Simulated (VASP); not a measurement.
# Ca (Fm-3m) in VASP: a series of runs, part 2 of 2

VASP 6.6.1.

**5. Single point, LDA**

This run uses another cell than the first one, of 38.17 Å³/atom.

Contents of INCAR:

```
PREC = Accurate
ENCUT = 520
EDIFF = 1E-6
ISMEAR = -1
SIGMA = 0.15
LREAL = False
LASPH = True
NELM = 60
ALGO = Fast
ISIF = 2
LWAVE = False
LCHARG = True
LELF = True
LVHAR = True
NBANDS = 11
```

Contents of KPOINTS:

```
regular mesh
0
Gamma
  14 14 14
```

Contents of POSCAR:

```
Ca
1.0
    0.0000000000      2.6724691957      2.6724691957
    2.6724691957      0.0000000000      2.6724691957
    2.6724691957      2.6724691957      0.0000000000
Ca
1
Direct
    0.0000000000      0.0000000000      0.0000000000
```

Potentials or basis: VASP PAW LDA potentials, release 64 (Ca_sv).

Command:

```bash
$ cat potpaw_LDA.64/Ca_sv/POTCAR > POTCAR
$ mpirun -np 1 vasp_std > vasp.out
```

OUTCAR:

```text
PREC = Accurate
   ENCUT = 520
   EDIFF = 1E-6
   ISMEAR = -1
   LREAL = False
   LASPH = True
   NELM = 60
   ISIF = 2

 ion  position               nearest neighbor table
   1  0.000  0.000  0.000-

  LATTYP: Found a face centered cubic cell.
 ALAT       =     5.3449383914

  Lattice vectors:

 A1 = (   0.0000000000,   2.6724691957,   2.6724691957)
 A2 = (   2.6724691957,   0.0000000000,   2.6724691957)
 A3 = (   2.6724691957,   2.6724691957,   0.0000000000)

Analysis of symmetry for initial positions (statically):
=====================================================================
 Subroutine PRICEL returns:
 Original cell was already a primitive cell.

 Routine SETGRP: Setting up the symmetry group for a
 face centered cubic supercell.

 Subroutine GETGRP returns: Found 48 space group operations
 (whereof 48 operations were pure point group operations)
 out of a pool of 48 trial point group operations.

The static configuration has the point symmetry O_h .

Analysis of symmetry for dynamics (positions and initial velocities):
[... 166 lines left out ...]
      1     -39.1260      2.00000
      2     -20.3184      2.00000
      3     -20.3184      2.00000
      4     -20.3184      2.00000
      5      -2.0021      2.00000
      6       4.5446      0.00000
      7       4.5446      0.00000
      8       4.5446      0.00000
      9       5.7479      0.00000
     10       5.7479      0.00000
     11      11.8363      0.00000
[... 309 lines left out ...]
 k-point    24 :       0.2857    0.1429    0.0000
  band No.  band energies     occupation
      1     -39.1122      2.00000
      2     -20.4224      2.00000
      3     -20.3468      2.00000
      4     -20.3446      2.00000
      5      -0.6863      2.00000
      6       3.5224      0.00026
      7       4.5246      0.00000
      8       4.9076      0.00000
      9       5.3926      0.00000
     10       6.0886      0.00000
     11      10.5984      0.00000

 [... further k-points ...]

------------------------ aborting loop because EDIFF is reached ----------------------------------------

  FORCE on cell =-STRESS in cart. coord.  units (eV):
  Direction    XX          YY          ZZ          XY          YZ          ZX
  --------------------------------------------------------------------------------------
  -------------------------------------------------------------------------------------
  Total        0.0093012      0.0093012      0.0093012      0.0000000     -0.0000000     -0.0000000
  in kB        0.3903739      0.3903739      0.3903739      0.0000000     -0.0000000     -0.0000000
  external PRESSURE =       0.3903739 kB  Pullay stress =       0.0000000 kB

 VOLUME and BASIS-vectors are now :
 -----------------------------------------------------------------------------
  energy-cutoff  :      520.00
  volume of cell :       38.17
      direct lattice vectors                 reciprocal lattice vectors
     0.000000000  2.672469196  2.672469196    -0.187092896  0.187092896  0.187092896
     2.672469196  0.000000000  2.672469196     0.187092896 -0.187092896  0.187092896
     2.672469196  2.672469196  0.000000000     0.187092896  0.187092896 -0.187092896

 POSITION                                       TOTAL-FORCE (eV/Angst)
 -----------------------------------------------------------------------------------
      0.00000      0.00000      0.00000        -0.000000     -0.000000     -0.000000
 -----------------------------------------------------------------------------------
    total drift:                               -0.000000     -0.000000     -0.000000

  FREE ENERGIE OF THE ION-ELECTRON SYSTEM (eV)
  ---------------------------------------------------
  free  energy   TOTEN  =        -2.2512583047 eV

  energy  without entropy=       -2.1613640973  energy(sigma->0) =       -2.20631120
```

OSZICAR:

```text
N       E                     dE             d eps       ncg     rms          rms(c)
DAV:   1     0.661719484046E+02    0.66172E+02   -0.50053E+03  2288   0.830E+02
DAV:   2    -0.802063449662E+00   -0.66974E+02   -0.66368E+02  2516   0.210E+02
DAV:   3    -0.220907426307E+01   -0.14070E+01   -0.13898E+01  3313   0.302E+01
DAV:   4    -0.227240410691E+01   -0.63330E-01   -0.63036E-01  2938   0.517E+00
DAV:   5    -0.227396173638E+01   -0.15576E-02   -0.15574E-02  3262   0.639E-01    0.223E+00
RMM:   6    -0.225696315906E+01    0.16999E-01   -0.12659E-02  2372   0.120E+00    0.138E+00
RMM:   7    -0.225149183019E+01    0.54713E-02   -0.24083E-02  2679   0.190E+00    0.119E-01
RMM:   8    -0.225108370971E+01    0.40812E-03   -0.63303E-03  2694   0.948E-01    0.301E-02
RMM:   9    -0.225121837020E+01   -0.13466E-03   -0.16606E-03  3293   0.439E-01    0.251E-02
RMM:  10    -0.225124872940E+01   -0.30359E-04   -0.28998E-04  3513   0.164E-01    0.751E-03
RMM:  11    -0.225125800532E+01   -0.92759E-05   -0.62990E-05  3626   0.680E-02    0.120E-02
RMM:  12    -0.225125830473E+01   -0.29940E-06   -0.72688E-06  2986   0.237E-02
   1 F= -.22512583E+01 E0= -.22063112E+01  d E =-.898942E-01
```

stdout:

```text
POSCAR found type information on POSCAR Ca
 POSCAR found :  1 types and       1 ions
 scaLAPACK will be used
 LDA part: xc-table for (Slater(with rela. corr.)+CA(PZ))
 , standard interpolation
 POSCAR, INCAR and KPOINTS ok, starting setup
 FFT: planning ... GRIDC
 FFT: planning ... GRID_SOFT
 FFT: planning ... GRID
 WAVECAR not read
 entering main loop
WARNING in EDDRMM: call to ZHEGV failed, returncode =   8  4     11
WARNING in EDDRMM: call to ZHEGV failed, returncode =   6  3      9
```

Wall time 17 s (1 thread of Intel Xeon 6975P-C (Granite Rapids), shared host); peak memory 0.16 GiB.

Results:

```
Free energy            : -2.2513 eV
Pressure               : 0.0 GPa
Band gap on the k mesh : zero (bands 5 and 6 overlap by 0.11 eV)
```

**6. Relaxation of cell and atoms, LDA**

This run uses another cell than the first one, of 38.02 Å³/atom.

Contents of INCAR:

```
  PREC = Accurate
  ENCUT = 600
  EDIFF = 1E-6
  ISMEAR = 0
  SIGMA = 0.1
  LREAL = False
  LASPH = True
  NELM = 100
  ALGO = Fast
  ISIF = 3
  LWAVE = False
  LCHARG = False
  GGA = CA
  IBRION = 2
  NSW = 100
  EDIFFG = -0.002
```

Contents of KPOINTS:

```
Automatic mesh
0
Gamma
  14 14 14
```

Contents of POSCAR:

```
Ca
1.0
    0.0000000000      2.6688037178      2.6688037178
    2.6688037178      0.0000000000      2.6688037178
    2.6688037178      2.6688037178      0.0000000000
Ca
1
Direct
    0.0000000000      0.0000000000      0.0000000000
```

Potentials or basis: VASP PAW LDA potentials, release 64 (Ca_sv).

Command:

```bash
$ cat potpaw_LDA.64/Ca_sv/POTCAR > POTCAR
$ mpirun -np 1 vasp_std > vasp.out
```

It took 35 s on 1 thread of Intel Xeon 6975P-C (Granite Rapids), shared host; peak memory 0.18 GiB.

It converged, with:

- Free energy: -2.2092 eV
- Relaxed volume: 38.03 Å³/atom
- Relaxed cell: a = 3.775 Å, b = 3.775 Å, c = 3.775 Å, α = 60.00°, β = 60.00°, γ = 60.00°
- Space group after relaxing (to 0.1 Å): Fm-3m (No. 225)
- Energy gained by relaxing: 0.0 meV/atom
- Ionic steps: 3
- Pressure after relaxing: 0.0 GPa
- Band gap on the k mesh: zero (bands 5 and 6 overlap by 0.10 eV)

Final structure:
```yaml
crystal:
  lattice:
    - [0.00000, 2.66910, 2.66910]
    - [2.66910, 0.00000, 2.66910]
    - [2.66910, 2.66910, 0.00000]
  atoms:
    - { symbol: Ca, position: [0.00000, 0.00000, 0.00000] }
```

Levels at points of the mesh, in eV from the Fermi level:
| k point | band 1 | band 2 | band 3 | band 4 | band 5 | band 6 | band 7 | band 8 | band 9 |
| --- | --- | --- | --- | --- | --- | --- | --- | --- | --- |
| (0.00, 0.00, 0.00) | -41.34 | -22.53 | -22.53 | -22.53 | -4.21 | 2.34 | 2.34 | 2.34 | 3.54 |
| (0.50, 0.00, 0.00) | -41.32 | -22.74 | -22.56 | -22.56 | -1.09 | -0.02 | 2.21 | 2.21 | 4.32 |
| (0.50, 0.50, 0.00) | -41.31 | -22.73 | -22.61 | -22.61 | -0.61 | 0.42 | 1.20 | 4.32 | 4.53 |

**7. Summary**

| task | cell | k mesh | cutoff (eV) | smearing | gap on the mesh (eV) | pressure (GPa) |
| --- | --- | --- | --- | --- | --- | --- |
| single point | a = 3.961 Å, angles 60.0°, 1 atom | 6 × 6 × 6 | 520 | gaussian 0.1 eV | none | -2.2 |
| single point | a = 3.774 Å, angles 60.0°, 1 atom | 14 × 14 × 14 | 520 | gaussian 0.1 eV | none | 0.0 |
| single point | a = 3.779 Å, angles 60.0°, 1 atom | 14 × 14 × 14 | 520 | fermi-dirac 0.15 eV | none | 0.0 |
| relaxation of cell and atoms | relaxed from a = 3.774 Å, angles 60.0°, 1 atom | 14 × 14 × 14 | 600 | gaussian 0.1 eV | none | 0.0 |

Alike in all rows: level LDA; potentials or basis VASP PAW LDA potentials, release 64 (Ca_sv); no spin polarisation.

Absolute energies hang on the potentials; compare differences alone.
